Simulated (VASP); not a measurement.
# PbS: single point with BLYP

Crystal: PbS.

```
CELL_PARAMETERS angstrom
3.74930 0.00000 0.00000
0.00000 3.74930 0.00000
0.00000 0.00000 3.74930
ATOMIC_POSITIONS crystal
Pb 0.00000 0.00000 0.00000
S 0.50000 0.50000 0.50000
```

```
Program                : VASP 6.6.1
Task                   : single point
Functional             : BLYP
Potentials or basis    : VASP PAW PBE potentials, release 64 (Pb_d, S)
Cutoff                 : 520 eV
k mesh                 : 7 × 7 × 7
Occupations            : fermi-dirac, width 0.05 eV
Spin                   : no spin polarisation
Dipole correction      : no
Further INCAR settings : ALGO = Normal; EDIFF = 1e-07; NBANDS = 17
```

```json
{"Pressure": "0.0 GPa", "Band gap on the k mesh": "0.34 eV, indirect (least direct gap 1.21 eV)"}
```

Levels at points of the mesh, in eV from the valence-band top:
```tsv
k point	band 7	band 8	band 9	band 10	band 11	band 12	band 13	band 14
(0.00, 0.00, 0.00)	-6.88	-1.20	-1.20	-1.20	5.99	5.99	5.99	6.06
```

It took 12 s on 1 thread of Intel(R) Xeon(R) 6975P-C (Granite Rapids), on a shared host, peak memory 0.16 GiB.

Caveat: the PAW data sets were made with another functional, which shifts forces and pressure a little; spin-orbit coupling is left out, which moves the levels of the heavy elements. A k mesh can miss the band edges.
